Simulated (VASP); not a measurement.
# Cd3HgTe4 (P-4m2) in VASP: single point with PBEsol

Aim: the single point of Cd3HgTe4 with PBEsol.

Program: VASP 6.6.1. These are calculated values, not measurements. Logs are shortened: lines on timing, memory, paths and dates and some standing lists are left out, and cuts for length are marked.

**1. The cell of the first run**

The structure is tetragonal, space group P-4m2 (No. 115). The conventional cell has a = 4.687 Å, b = 4.687 Å, c = 13.243 Å, α = 90.00°, β = 90.00°, γ = 90.00°. Cd (site symmetry 2mm) has 4 Te at 2.87 Å within 3.8 Å. Within 3.8 Å of Cd (site symmetry -4m2) lie 4 Te at 2.87 Å. Within 3.8 Å of Hg (site symmetry -4m2) lie 4 Te at 2.88 Å. Te (site symmetry 2mm) has 2 Cd at 2.87 Å and 2 Hg at 2.88 Å within 3.8 Å. Within 3.8 Å of Te (site symmetry 2mm) lie 4 Cd at 2.87 Å.

**2. Single point, PBEsol**

File POSCAR:

```
Cd3HgTe4
1.0
    4.6873538000      0.0000000000      0.0000000000
    0.0000000000      4.6873538000      0.0000000000
    0.0000000000      0.0000000000     13.2426444000
Cd Hg Te
3 1 4
Direct
    0.0000000000      0.0000000000      0.7495210000
    0.0000000000      0.0000000000      0.2504790000
    0.5000000000      0.5000000000      0.5000000000
    0.5000000000      0.5000000000      0.0000000000
    0.5000000000      0.0000000000      0.8739640000
    0.0000000000      0.5000000000      0.1260360000
    0.5000000000      0.0000000000      0.3752770000
    0.0000000000      0.5000000000      0.6247230000
```

File INCAR.step1:

```
SYSTEM = Cd3HgTe4
PREC = Accurate
ENCUT = 520
EDIFF = 1E-7
ISMEAR = 0
SIGMA = 0.01
LREAL = .FALSE.
LASPH = .TRUE.
NELM = 60
ALGO = Normal
ISIF = 2
LWAVE = .FALSE.
LCHARG = .TRUE.
GGA = PS
NBANDS = 46
```

File KPOINTS.step1:

```
Automatic mesh
0
G
  8 8 4
  0 0 0
```

File INCAR.step2:

```
SYSTEM = Cd3HgTe4
PREC = Accurate
ENCUT = 520
EDIFF = 1E-7
ISMEAR = -5
SIGMA = 0.01
LREAL = .FALSE.
LASPH = .TRUE.
NELM = 60
ALGO = Normal
ISIF = 2
LWAVE = .FALSE.
LCHARG = .FALSE.
GGA = PS
LORBIT = 10
NEDOS = 2001
ICHARG = 11
```

File KPOINTS.step2:

```
Automatic mesh
0
G
  12 12 6
  0 0 0
```

Potentials or basis: VASP PAW PBE potentials, release 64 (Cd, Hg, Te).

Launch:

```console
$ cat potpaw_PBE.64/Cd/POTCAR potpaw_PBE.64/Hg/POTCAR potpaw_PBE.64/Te/POTCAR > POTCAR
$ cp INCAR.step1 INCAR
$ cp KPOINTS.step1 KPOINTS
$ mpirun -np 1 vasp_std > vasp.out
$ cp INCAR.step2 INCAR
$ cp KPOINTS.step2 KPOINTS
$ mpirun -np 1 vasp_std > vasp.out
```

OUTCAR:

```text
SYSTEM = Cd3HgTe4
   PREC = Accurate
   ENCUT = 520
   EDIFF = 1E-7
   ISMEAR = -5
   LREAL = .FALSE.
   LASPH = .TRUE.
   NELM = 60
   ISIF = 2
   GGA = PS
   LORBIT = 10
   ICHARG = 11

 ion  position               nearest neighbor table
   1  0.000  0.000  0.750-   5 2.87   5 2.87   8 2.87   8 2.87
   2  0.000  0.000  0.250-   6 2.87   6 2.87   7 2.87   7 2.87
   3  0.500  0.500  0.500-   7 2.87   8 2.87   7 2.87   8 2.87
   4  0.500  0.500  0.000-   5 2.88   6 2.88   5 2.88   6 2.88
   5  0.500  0.000  0.874-   1 2.87   1 2.87   4 2.88   4 2.88
   6  0.000  0.500  0.126-   2 2.87   2 2.87   4 2.88   4 2.88
   7  0.500  0.000  0.375-   3 2.87   3 2.87   2 2.87   2 2.87
   8  0.000  0.500  0.625-   3 2.87   3 2.87   1 2.87   1 2.87

  LATTYP: Found a simple tetragonal cell.
 ALAT       =     4.6873538000
 C/A-ratio  =     2.8251855877

  Lattice vectors:

 A1 = (   4.6873538000,   0.0000000000,   0.0000000000)
 A2 = (   0.0000000000,   4.6873538000,   0.0000000000)
 A3 = (   0.0000000000,   0.0000000000,  13.2426444000)

Analysis of symmetry for initial positions (statically):
=====================================================================
 Subroutine PRICEL returns:
 Original cell was already a primitive cell.

 Routine SETGRP: Setting up the symmetry group for a
 simple tetragonal supercell.

 Subroutine GETGRP returns: Found  8 space group operations
 (whereof  8 operations were pure point group operations)
 out of a pool of 16 trial point group operations.

The static configuration has the point symmetry D_2d.

Analysis of symmetry for dynamics (positions and initial velocities):
=====================================================================
 Subroutine PRICEL returns:
 Original cell was already a primitive cell.

 Routine SETGRP: Setting up the symmetry group for a
 simple tetragonal supercell.

 Subroutine GETGRP returns: Found  8 space group operations
 (whereof  8 operations were pure point group operations)
 out of a pool of 16 trial point group operations.

The dynamic configuration has the point symmetry D_2d.

 Subroutine INISYM returns: Found  8 space group operations
 (whereof  8 operations are pure point group operations),
 and found     1 'primitive' translations

----------------------------------------------------------------------------------------

                                     Primitive cell

  volume of cell :     290.9579

  direct lattice vectors                    reciprocal lattice vectors
     4.687353800  0.000000000  0.000000000     0.213339987  0.000000000  0.000000000
     0.000000000  4.687353800  0.000000000     0.000000000  0.213339987  0.000000000
     0.000000000  0.000000000 13.242644400     0.000000000  0.000000000  0.075513619

  length of vectors
     4.687353800  4.687353800 13.242644400     0.213339987  0.213339987  0.075513619

  position of ions in fractional coordinates (direct lattice)
     0.000000000  0.000000000  0.749521000
     0.000000000  0.000000000  0.250479000
     0.500000000  0.500000000  0.500000000
     0.500000000  0.500000000  0.000000000
     0.500000000  0.000000000  0.873964000
     0.000000000  0.500000000  0.126036000
     0.500000000  0.000000000  0.375277000
     0.000000000  0.500000000  0.624723000

  ion indices of the primitive-cell ions
   primitive index   ion index
                 1           1
                 2           2
                 3           3
                 4           4
                 5           5
                 6           6
                 7           7
                 8           8

----------------------------------------------------------------------------------------

 KPOINTS: Automatic mesh

Automatic generation of k-mesh.
 Grid dimensions read from file:
 generate k-points for:   12   12    6

 Generating k-lattice:

  Cartesian coordinates                     Fractional coordinates (reciprocal lattice)
     0.017778332  0.000000000  0.000000000     0.083333333  0.000000000  0.000000000
     0.000000000  0.017778332  0.000000000     0.000000000  0.083333333  0.000000000
     0.000000000  0.000000000  0.012585603     0.000000000  0.000000000  0.166666667

  Length of vectors
     0.017778332  0.017778332  0.012585603

  Shift w.r.t. Gamma in fractional coordinates (k-lattice)
     0.000000000  0.000000000  0.000000000

 TETIRR: Found   1296 inequivalent tetrahedra from     5184

 Subroutine IBZKPT returns following result:
 ===========================================

 Found    112 irreducible k-points:

 Following reciprocal coordinates:
            Coordinates               Weight
  0.000000  0.000000  0.000000      1.000000
  0.083333  0.000000  0.000000      4.000000
  0.166667  0.000000  0.000000      4.000000
  0.250000  0.000000  0.000000      4.000000
  0.333333  0.000000  0.000000      4.000000
  0.416667  0.000000  0.000000      4.000000
[... 16 lines left out ...]
  0.333333  0.333333  0.000000      4.000000
  0.416667  0.333333  0.000000      8.000000
 [... further k-points ...]
   k-points           NKPTS =    112   k-points in BZ     NKDIM =    112   number of bands    NBANDS=     43
   number of dos      NEDOS =   2001   number of ions     NIONS =      8
   total plane-waves  NPLWV = 127008
   dimension x,y,z NGX =    36 NGY =   36 NGZ =   98
   dimension x,y,z NGXF=    72 NGYF=   72 NGZF=  196
   ions per type =               3   1   4
   NGX,Y,Z   is equivalent  to a cutoff of  12.77, 12.77, 12.30 a.u.
   NGXF,Y,Z  is equivalent  to a cutoff of  25.54, 25.54, 24.61 a.u.
 SYSTEM =  Cd3HgTe4
   PREC   = accura    normal or accurate (medium, high low for compatibility)
   ISTART =      0    job   : 0-new  1-cont  2-samecut
   ICHARG =     11    charge: 1-file 2-atom 10-const
   ISPIN  =      1    spin polarized calculation?
   LNONCOLLINEAR =      F non collinear calculations
   LSORBIT =      F    spin-orbit coupling
   LASPH  =      T    aspherical Exc in radial PAW
   ENCUT  =  520.0 eV  38.22 Ry    6.18 a.u.   8.72  8.72 24.62*2*pi/ulx,y,z
   NELM   =     60;   NELMIN=  2; NELMDL=  0     # of ELM steps
   EDIFF  = 0.1E-06   stopping-criterion for ELM
   LREAL  =      F    real-space projection
   EDIFFG = 0.1E-05   stopping-criterion for IOM
   NSW    =      0    number of steps for IOM
   IBRION =     -1    ionic relax: 0-MD 1-quasi-New 2-CG
   NFREE  =      0    steps in history (QN), initial steepest desc. (CG)
   ISIF   =      2    stress and relaxation
   ISYM   =      2    0-nonsym 1-usesym 2-fastsym
   POTIM  = 0.5000    time-step for ionic-motion
   TEBEG  =    0.0;   TEEND  =   0.0 temperature during run
   PSTRESS=    0.0 pullay stress
   NELECT =      72.0000    total number of electrons
   NUPDOWN=      -1.0000    fix difference up-down
   EMIN   =  10.00;   EMAX   =-10.00  energy-range for DOS
   EFERMI =   0.00;   METHOD = LEGACY
   ISMEAR =    -5;   SIGMA  =   0.01  broadening in eV -4-tet -1-fermi 0-gaus
   EFERMI_NEDOS =   21; number of points for ismear=-14 and -15
   IALGO  =     38    algorithm
   IMIX   =      4    mixing-type and parameters
     AMIX     =   0.40;   BMIX     =  1.00
     AMIX_MAG =   1.60;   BMIX_MAG =  1.00
  volume/ion in A,a.u.               =      36.37       245.44
  Fermi-wavevector in a.u.,A,eV,Ry     =   1.027801  1.942262 14.372846  1.056374
  Thomas-Fermi vector in A             =   2.161764
   LORBIT       =     10    0 simple, 1 ext, 2 COOP (PROOUT), +10 PAW based schemes
   GGA     = PS    functional components
   LHFCALC =     F    Hartree Fock is set to
   AEXX    =    0.0000 exact exchange contribution
   IVDW    =     0    specifies the selected vdW correction
   LEPSILON=     F    determine dielectric tensor
   LRPA    =     F    only Hartree local field effects (RPA)
 non-spin polarized calculation
 Fermi weights with tetrahedron method with Bloechl corrections
  energy-cutoff  :      520.00
  volume of cell :      290.96
 maximum number of plane-waves:      7897
 NGX is ok and might be reduce to    36

 number of electron      71.9999991 magnetization

 Free energy of the ion-electron system (eV)
  ---------------------------------------------------
  ext. energy  EPLUGINS =         0.00000000
  ---------------------------------------------------
  free energy    TOTEN  =       -20.72386733 eV

  energy without entropy =      -20.72386733  energy(sigma->0) =      -20.72386733

 E-fermi :   1.7872     XC(G=0):  -8.5167

 val. band max:        1.7832640463   @ k =   0.0000   0.0000   0.0000
 cond. band min:       1.8706872223   @ k =   0.0000   0.0000   0.0000
 fundamental gap:      0.0874231760
 Fermi energy:         1.7871610634

 k-point     1 :       0.0000    0.0000    0.0000
  band No.  band energies     occupation
      1      -9.2613      2.00000
      2      -9.0023      2.00000
      3      -8.9705      2.00000
      4      -8.7411      2.00000
      5      -6.3537      2.00000
      6      -6.3537      2.00000
[... 35 lines left out ...]
     42       4.9711      0.00000
     43       5.0210      0.00000

 k-point     2 :       0.0833    0.0000    0.0000
  band No.  band energies     occupation
      1      -9.2443      2.00000
      2      -8.9932      2.00000
      3      -8.9625      2.00000
      4      -8.7414      2.00000
      5      -6.3520      2.00000
      6      -6.3464      2.00000
[... 35 lines left out ...]
     42       5.1303      0.00000
     43       5.1871      0.00000

 k-point     3 :       0.1667    0.0000    0.0000
  band No.  band energies     occupation
      1      -9.1959      2.00000
      2      -8.9683      2.00000
      3      -8.9407      2.00000
      4      -8.7437      2.00000
      5      -6.3473      2.00000
      6      -6.3308      2.00000
[... 35 lines left out ...]
     42       5.6371      0.00000
     43       5.7002      0.00000

 k-point     4 :       0.2500    0.0000    0.0000
  band No.  band energies     occupation
      1      -9.1238      2.00000
      2      -8.9341      2.00000
      3      -8.9107      2.00000
      4      -8.7518      2.00000
      5      -6.3399      2.00000
      6      -6.3271      2.00000
[... 863 lines left out ...]
     42       5.2499      0.00000
     43       6.3194      0.00000

 k-point    23 :       0.3333    0.3333    0.0000
  band No.  band energies     occupation
      1      -8.8764      2.00000
      2      -8.8022      2.00000
      3      -8.7989      2.00000
      4      -8.7412      2.00000
      5      -6.2825      2.00000
      6      -6.2793      2.00000
[... 35 lines left out ...]
     42       5.5059      0.00000
     43       6.6707      0.00000

 k-point    24 :       0.4167    0.3333    0.0000
  band No.  band energies     occupation
      1      -8.8230      2.00000
      2      -8.7812      2.00000
      3      -8.7763      2.00000
      4      -8.7465      2.00000
      5      -6.2747      2.00000
      6      -6.2736      2.00000
[... 35 lines left out ...]
     42       5.1436      0.00000
     43       6.4668      0.00000

 [... further k-points ...]

------------------------ aborting loop because EDIFF is reached ----------------------------------------

  FORCE on cell =-STRESS in cart. coord.  units (eV):
  Direction    XX          YY          ZZ          XY          YZ          ZX
  --------------------------------------------------------------------------------------
  -------------------------------------------------------------------------------------
  Total       -3.7262998     -3.7262998     -3.7223804      0.0000000      0.0000000      0.0000000
  in kB      -20.5190941    -20.5190941    -20.4975120      0.0000000      0.0000000      0.0000000
  external PRESSURE =     -20.5119001 kB  Pullay stress =       0.0000000 kB

 VOLUME and BASIS-vectors are now :
 -----------------------------------------------------------------------------
  energy-cutoff  :      520.00
  volume of cell :      290.96
      direct lattice vectors                 reciprocal lattice vectors
     4.687353800  0.000000000  0.000000000     0.213339987  0.000000000  0.000000000
     0.000000000  4.687353800  0.000000000     0.000000000  0.213339987  0.000000000
     0.000000000  0.000000000 13.242644400     0.000000000  0.000000000  0.075513619

 POSITION                                       TOTAL-FORCE (eV/Angst)
 -----------------------------------------------------------------------------------
      0.00000      0.00000      9.92564         0.000000     -0.000000     -0.001085
      0.00000      0.00000      3.31700         0.000000     -0.000000      0.001085
      2.34368      2.34368      6.62132         0.000000      0.000000     -0.000000
      2.34368      2.34368      0.00000         0.000000     -0.000000     -0.000000
      2.34368      0.00000     11.57359         0.000000     -0.000000      0.028463
      0.00000      2.34368      1.66905         0.000000     -0.000000     -0.028463
      2.34368      0.00000      4.96966         0.000000     -0.000000     -0.000714
      0.00000      2.34368      8.27298        -0.000000      0.000000      0.000714
 -----------------------------------------------------------------------------------
    total drift:                                0.000000      0.000000      0.000000

  FREE ENERGIE OF THE ION-ELECTRON SYSTEM (eV)
  ---------------------------------------------------
  free  energy   TOTEN  =       -20.7238673315 eV

  energy  without entropy=      -20.7238673315  energy(sigma->0) =      -20.72386733

 total charge

# of ion       s       p       d       tot
------------------------------------------
    1        0.468   0.285   9.528  10.280
    2        0.468   0.285   9.528  10.280
    3        0.466   0.284   9.529  10.279
    4        0.734   0.359   9.359  10.452
    5        1.364   1.975   0.022   3.361
    6        1.364   1.975   0.022   3.361
    7        1.357   2.013   0.018   3.388
    8        1.357   2.013   0.018   3.388
--------------------------------------------------
tot          7.577   9.189  38.021  54.788
```

Run time: 42 min. Hardware: 1 thread of Oxide Virtual Turin-like, shared host; peak memory 1.2 GiB.

What came out:

```yaml
Valence_electrons_inside_the_program's_atomic_spheres: Cd 10.28; Hg 10.45; Te 3.36, 3.39 (each value once)
```

Caveat: the PAW data sets were made with another functional, which shifts forces and pressure a little; spin-orbit coupling is left out, which moves the levels of the heavy elements.
